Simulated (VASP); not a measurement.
# Rb2N (P-3m1) in VASP: single point with PBE

Aim: the single point of Rb2N with PBE.

All numbers are computed with VASP 6.6.1; they aren't measurements. Logs are shortened: lines on timing, memory, paths and dates and some standing lists are left out, and cuts for length are marked.

**1. The cell of the first run**

Symmetry: P-3m1, No. 164, trigonal system. The conventional cell has a = 4.483 Å, b = 4.483 Å, c = 7.055 Å, α = 90.00°, β = 90.00°, γ = 120.00°. Within 3.8 Å of Rb (site symmetry 3m) lie 3 N at 2.91 Å and 3 Rb at 3.71 Å. N (site symmetry -3m) has 6 Rb at 2.91 Å within 3.8 Å.

The cell was generated, and may not be a known phase.

**2. Single point, PBE**

Input file INCAR:

```
SYSTEM = Rb2N
PREC = Accurate ; ENCUT = 520
EDIFF = 1E-6 ; ISMEAR = 0
SIGMA = 0.1 ; LREAL = .False.
LASPH = .True. ; NELM = 100
ALGO = Normal ; ISIF = 2
LWAVE = .False. ; LCHARG = .False.
GGA = PE ; NBANDS = 18
```

Input file KPOINTS:

```
Automatic mesh
0
Gamma
  15 15 8
  0 0 0
```

Input file POSCAR:

```
Rb2N
1.0
    4.4831439362     -0.0000000033      0.0000000000
   -2.2415719652      3.8825165392      0.0000000000
    0.0000000000      0.0000000000      7.0552032056
Rb N
2 1
Direct
    0.3333333333      0.6666666667      0.1883172539
    0.6666666667      0.3333333333      0.8116827461
    0.0000000000      0.0000000000      0.0000000000
```

Potentials or basis: VASP PAW PBE potentials, release 64 (Rb_sv, N).

The run is started by

```bash
$ cat potpaw_PBE.64/Rb_sv/POTCAR potpaw_PBE.64/N/POTCAR > POTCAR
$ mpirun -np 1 vasp_std > vasp.out
```

OUTCAR:

```text
SYSTEM = Rb2N
   PREC = Accurate
   ENCUT = 520
   EDIFF = 1E-6
   ISMEAR = 0
   LREAL = .False.
   LASPH = .True.
   NELM = 100
   ISIF = 2
   GGA = PE

 ion  position               nearest neighbor table
   1  0.333  0.667  0.188-   3 2.91   3 2.91   3 2.91   2 3.71   2 3.71   2 3.71   2 5.10   2 5.10
                             2 5.10
   2  0.667  0.333  0.812-   3 2.91   3 2.91   3 2.91   1 3.71   1 3.71   1 3.71   1 5.10   1 5.10
                             1 5.10
   3  0.000  0.000  0.000-   1 2.91   2 2.91   1 2.91   2 2.91   2 2.91   1 2.91

  LATTYP: Found a hexagonal cell.
 ALAT       =     4.4831439362
 C/A-ratio  =     1.5737177539

  Lattice vectors:

 A1 = (   4.4831439362,  -0.0000000033,   0.0000000000)
 A2 = (  -2.2415719652,   3.8825165392,   0.0000000000)
 A3 = (   0.0000000000,   0.0000000000,   7.0552032056)

Analysis of symmetry for initial positions (statically):
=====================================================================
 Subroutine PRICEL returns:
 Original cell was already a primitive cell.

 Routine SETGRP: Setting up the symmetry group for a
 hexagonal supercell.

 Subroutine GETGRP returns: Found 12 space group operations
 (whereof 12 operations were pure point group operations)
 out of a pool of 24 trial point group operations.

The static configuration has the point symmetry D_3d.

Analysis of symmetry for dynamics (positions and initial velocities):
=====================================================================
 Subroutine PRICEL returns:
 Original cell was already a primitive cell.

 Routine SETGRP: Setting up the symmetry group for a
 hexagonal supercell.

 Subroutine GETGRP returns: Found 12 space group operations
 (whereof 12 operations were pure point group operations)
 out of a pool of 24 trial point group operations.

The dynamic configuration has the point symmetry D_3d.

 Subroutine INISYM returns: Found 12 space group operations
 (whereof 12 operations are pure point group operations),
 and found     1 'primitive' translations

----------------------------------------------------------------------------------------

                                     Primitive cell

  volume of cell :     122.8020

  direct lattice vectors                    reciprocal lattice vectors
     4.483143936 -0.000000003  0.000000000     0.223057750  0.128782452  0.000000000
    -2.241571965  3.882516539  0.000000000     0.000000000  0.257564904  0.000000000
     0.000000000  0.000000000  7.055203206     0.000000000  0.000000000  0.141739362

  length of vectors
     4.483143936  4.483143936  7.055203206     0.257564904  0.257564904  0.141739362

  position of ions in fractional coordinates (direct lattice)
     0.333333333  0.666666667  0.188317254
     0.666666667  0.333333333  0.811682746
     0.000000000  0.000000000  0.000000000

  ion indices of the primitive-cell ions
   primitive index   ion index
                 1           1
                 2           2
                 3           3

----------------------------------------------------------------------------------------

 KPOINTS: Automatic mesh

Automatic generation of k-mesh.
 Grid dimensions read from file:
 generate k-points for:   15   15    8

 Generating k-lattice:

  Cartesian coordinates                     Fractional coordinates (reciprocal lattice)
     0.014870517  0.008585497  0.000000000     0.066666667  0.000000000  0.000000000
     0.000000000  0.017170994  0.000000000     0.000000000  0.066666667  0.000000000
     0.000000000  0.000000000  0.017717420     0.000000000  0.000000000  0.125000000

  Length of vectors
     0.017170994  0.017170994  0.017717420

  Shift w.r.t. Gamma in fractional coordinates (k-lattice)
     0.000000000  0.000000000  0.000000000

 Subroutine IBZKPT returns following result:
 ===========================================

 Found    192 irreducible k-points:

 Following reciprocal coordinates:
            Coordinates               Weight
  0.000000  0.000000  0.000000      1.000000
  0.066667 -0.000000  0.000000      6.000000
  0.133333  0.000000  0.000000      6.000000
  0.200000 -0.000000  0.000000      6.000000
  0.266667  0.000000  0.000000      6.000000
  0.333333  0.000000  0.000000      6.000000
[... 16 lines left out ...]
  0.333333  0.200000  0.000000     12.000000
  0.400000  0.200000  0.000000      6.000000
 [... further k-points ...]
   k-points           NKPTS =    192   k-points in BZ     NKDIM =    192   number of bands    NBANDS=     18
   number of dos      NEDOS =    301   number of ions     NIONS =      3
   total plane-waves  NPLWV =  69984
   dimension x,y,z NGX =    36 NGY =   36 NGZ =   54
   dimension x,y,z NGXF=    72 NGYF=   72 NGZF=  108
   ions per type =               2   1
   NGX,Y,Z   is equivalent  to a cutoff of  13.35, 13.35, 12.72 a.u.
   NGXF,Y,Z  is equivalent  to a cutoff of  26.70, 26.70, 25.45 a.u.
 SYSTEM =  Rb2N
   PREC   = accura    normal or accurate (medium, high low for compatibility)
   ISTART =      0    job   : 0-new  1-cont  2-samecut
   ICHARG =      2    charge: 1-file 2-atom 10-const
   ISPIN  =      1    spin polarized calculation?
   LNONCOLLINEAR =      F non collinear calculations
   LSORBIT =      F    spin-orbit coupling
   LASPH  =      T    aspherical Exc in radial PAW
   ENCUT  =  520.0 eV  38.22 Ry    6.18 a.u.   8.34  8.34 13.12*2*pi/ulx,y,z
   NELM   =    100;   NELMIN=  2; NELMDL= -5     # of ELM steps
   EDIFF  = 0.1E-05   stopping-criterion for ELM
   LREAL  =      F    real-space projection
[... 7 lines left out ...]
   TEBEG  =    0.0;   TEEND  =   0.0 temperature during run
   PSTRESS=    0.0 pullay stress
   NELECT =      23.0000    total number of electrons
   NUPDOWN=      -1.0000    fix difference up-down
   EMIN   =  10.00;   EMAX   =-10.00  energy-range for DOS
   EFERMI =   0.00;   METHOD = LEGACY
   ISMEAR =     0;   SIGMA  =   0.10  broadening in eV -4-tet -1-fermi 0-gaus
   EFERMI_NEDOS =   21; number of points for ismear=-14 and -15
   IALGO  =     38    algorithm
   IMIX   =      4    mixing-type and parameters
     AMIX     =   0.40;   BMIX     =  1.00
     AMIX_MAG =   1.60;   BMIX_MAG =  1.00
  volume/ion in A,a.u.               =      40.93       276.24
  Fermi-wavevector in a.u.,A,eV,Ry     =   0.936661  1.770032 11.936842  0.877333
  Thomas-Fermi vector in A             =   2.063693
   LORBIT       =      0    0 simple, 1 ext, 2 COOP (PROOUT), +10 PAW based schemes
   GGA     = PE    functional components
   LHFCALC =     F    Hartree Fock is set to
   AEXX    =    0.0000 exact exchange contribution
   IVDW    =     0    specifies the selected vdW correction
   LEPSILON=     F    determine dielectric tensor
   LRPA    =     F    only Hartree local field effects (RPA)
 non-spin polarized calculation
 Gauss-broadening in eV      SIGMA  =   0.10
  energy-cutoff  :      520.00
  volume of cell :      122.80
 maximum number of plane-waves:      3344
 NGX is ok and might be reduce to    36
   NGX = 17   NGY = 17   NGZ = 27

 number of electron      23.0000001 magnetization

 Free energy of the ion-electron system (eV)
  ---------------------------------------------------
  ext. energy  EPLUGINS =         0.00000000
  ---------------------------------------------------
  free energy    TOTEN  =        -7.73674200 eV

  energy without entropy =       -7.67834127  energy(sigma->0) =       -7.70754164

 E-fermi :   0.1387     XC(G=0):  -6.5634

 val. band max:        0.1382721103   @ k =   0.4000  -0.0000   0.2500
 cond. band min:       0.1398357284   @ k =   0.0000   0.4000   0.1250
 fundamental gap:      0.0015636181
 Fermi energy:         0.1387098036

 k-point     1 :       0.0000    0.0000    0.0000
  band No.  band energies     occupation
      1     -26.8135      2.00000
      2     -26.7188      2.00000
      3     -11.8411      2.00000
      4     -10.8257      2.00000
      5     -10.8257      2.00000
      6     -10.7665      2.00000
[... 10 lines left out ...]
     17       5.8583      0.00000
     18       6.9223      0.00000

 k-point     2 :       0.0667   -0.0000    0.0000
  band No.  band energies     occupation
      1     -26.8119      2.00000
      2     -26.7191      2.00000
      3     -11.8431      2.00000
      4     -10.8594      2.00000
      5     -10.8332      2.00000
      6     -10.7531      2.00000
[... 10 lines left out ...]
     17       5.8833      0.00000
     18       6.4590      0.00000

 k-point     3 :       0.1333    0.0000    0.0000
  band No.  band energies     occupation
      1     -26.8072      2.00000
      2     -26.7199      2.00000
      3     -11.8503      2.00000
      4     -10.9356      2.00000
      5     -10.8530      2.00000
      6     -10.7962      2.00000
[... 10 lines left out ...]
     17       5.9286      0.00000
     18       6.0341      0.00000

 k-point     4 :       0.2000   -0.0000    0.0000
  band No.  band energies     occupation
      1     -26.8000      2.00000
      2     -26.7215      2.00000
      3     -11.8659      2.00000
      4     -11.0322      2.00000
      5     -10.8795      2.00000
      6     -10.8417      2.00000
[... 375 lines left out ...]
      4     -11.1713      2.00000
      5     -11.1191      2.00000
      6     -10.7772      2.00000
[... 10 lines left out ...]
     17       6.0272      0.00000
     18       6.4476      0.00000

 k-point    23 :       0.3333    0.2000    0.0000
  band No.  band energies     occupation
      1     -26.7623      2.00000
      2     -26.7373      2.00000
      3     -11.9570      2.00000
      4     -11.2048      2.00000
      5     -11.1199      2.00000
      6     -10.7878      2.00000
[... 10 lines left out ...]
     17       6.0826      0.00000
     18       6.4313      0.00000

 k-point    24 :       0.4000    0.2000    0.0000
  band No.  band energies     occupation
      1     -26.7587      2.00000
      2     -26.7398      2.00000
      3     -11.9624      2.00000
      4     -11.2159      2.00000
      5     -11.1198      2.00000
      6     -10.7934      2.00000
[... 10 lines left out ...]
     17       6.0389      0.00000
     18       6.5441      0.00000

 [... further k-points ...]
[... 5 lines left out ...]
  --------------------------------------------------------------------------------------
  -------------------------------------------------------------------------------------
  Total        0.0385328      0.0385328      0.0314456      0.0000000      0.0000000      0.0000000
  in kB        0.5027307      0.5027307      0.4102654      0.0000000      0.0000000      0.0000000
  external PRESSURE =       0.4719090 kB  Pullay stress =       0.0000000 kB

 VOLUME and BASIS-vectors are now :
 -----------------------------------------------------------------------------
  energy-cutoff  :      520.00
  volume of cell :      122.80
      direct lattice vectors                 reciprocal lattice vectors
     4.483143936 -0.000000003  0.000000000     0.223057750  0.128782452  0.000000000
    -2.241571965  3.882516539  0.000000000     0.000000000  0.257564904  0.000000000
     0.000000000  0.000000000  7.055203206     0.000000000  0.000000000  0.141739362

 POSITION                                       TOTAL-FORCE (eV/Angst)
 -----------------------------------------------------------------------------------
      0.00000      2.58834      1.32862         0.000000     -0.000000      0.013589
      2.24157      1.29417      5.72659        -0.000000      0.000000     -0.013589
      0.00000      0.00000      0.00000         0.000000     -0.000000      0.000000
 -----------------------------------------------------------------------------------
    total drift:                                0.000000      0.000000      0.000000

  FREE ENERGIE OF THE ION-ELECTRON SYSTEM (eV)
  ---------------------------------------------------
  free  energy   TOTEN  =        -7.7367419984 eV

  energy  without entropy=       -7.6783412716  energy(sigma->0) =       -7.70754164
```

Wall time 11 min (1 thread of Intel Xeon 8259CL, shared host); peak memory 0.51 GiB.

Results:

```yaml
Free_energy: -7.7367 eV
Pressure: 0.0 GPa
Largest_force: 0.014 eV/Å
Band_gap_on_the_k_mesh: zero (an odd number of electrons rules out a gap without spin polarisation)
```

Forces in eV/Å, atoms in the order of the input:
```
Rb   0.000  0.000  0.014
Rb   0.000  0.000 -0.014
N    0.000  0.000  0.000
```
